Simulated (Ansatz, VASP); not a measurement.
Two plane-wave programs on GaP

Contents of POSCAR:

```
GaP
1.0
    0.0000000000      2.7432985392      2.7432985392
    2.7432985392      0.0000000000      2.7432985392
    2.7432985392      2.7432985392      0.0000000000
Ga P
1 1
Direct
    0.0000000000      0.0000000000      0.0000000000
    0.7500000000      0.7500000000      0.7500000000
```

File INCAR.step1:

```
SYSTEM = GaP
PREC = Accurate ; ENCUT = 520
EDIFF = 1E-5 ; ISMEAR = -1
SIGMA = 0.05 ; LREAL = .FALSE.
LASPH = .TRUE. ; NELM = 80
ALGO = Normal ; ISIF = 2
LWAVE = .TRUE. ; LCHARG = .FALSE.
NBANDS = 16 ; GGA = PE
```

INCAR.step2

```
SYSTEM = GaP
PREC = Accurate ; ENCUT = 520
EDIFF = 1E-6 ; ISMEAR = -1
SIGMA = 0.05 ; LREAL = .FALSE.
LASPH = .TRUE. ; NELM = 80
ALGO = Normal ; ISIF = 2
LWAVE = .FALSE. ; LCHARG = .FALSE.
GGA = PE ; LHFCALC = .TRUE.
AEXX = 1.0 ; ALDAC = 0.0
AGGAC = 0.0 ; PRECFOCK = Normal
NBANDS = 16 ; ISTART = 1
```

KPOINTS

```
regular mesh
0
G
  4 4 4
  0 0 0
```

File input.yaml:

```yaml
crystal:
  lattice:
    - [0.0, 2.7432985392, 2.7432985392]
    - [2.7432985392, 0.0, 2.7432985392]
    - [2.7432985392, 2.7432985392, 0.0]
  atoms:
    - { symbol: Ga, position: [0.0, 0.0, 0.0] }
    - { symbol: P, position: [0.75, 0.75, 0.75] }
hamiltonian:
  xc: hf
  pseudopotentials: { kind: paw }
kpoints:
  mp_grid: { grid: [4, 4, 4] }
scf:
  occupations: { method: fermi_dirac, width: 0.05 }
output:
  forces: true
  stress: true
  eigenvalues: true
```

Alike in both runs: task single point; functional HF; k mesh 4 × 4 × 4; occupations fermi-dirac, width 0.05 eV; no spin polarisation.

|  | VASP | Ansatz |
| --- | --- | --- |
| version | VASP 6.6.1 | Ansatz 0.2.0 |
| potentials or method | VASP PAW PBE potentials, release 64 (Ga_d, P) | Ansatz PAW |
| plane-wave cutoff (eV) | 520 | 420 |
| valence electrons in the cell | 18 | 18 |

|  | VASP | Ansatz | Ansatz less VASP |
| --- | --- | --- | --- |
| gap on the k mesh at the Fermi level (eV) | 7.90 | 7.75 | -0.149 |
| least direct gap on the mesh (eV) | 9.21 | 9.06 | -0.158 |
| pressure (GPa) | 3.0 | 3.7 | +0.70 |

VASP's potentials were made for PBE, not for HF.

The k mesh is coarse, so the values compare programs but aren't converged.
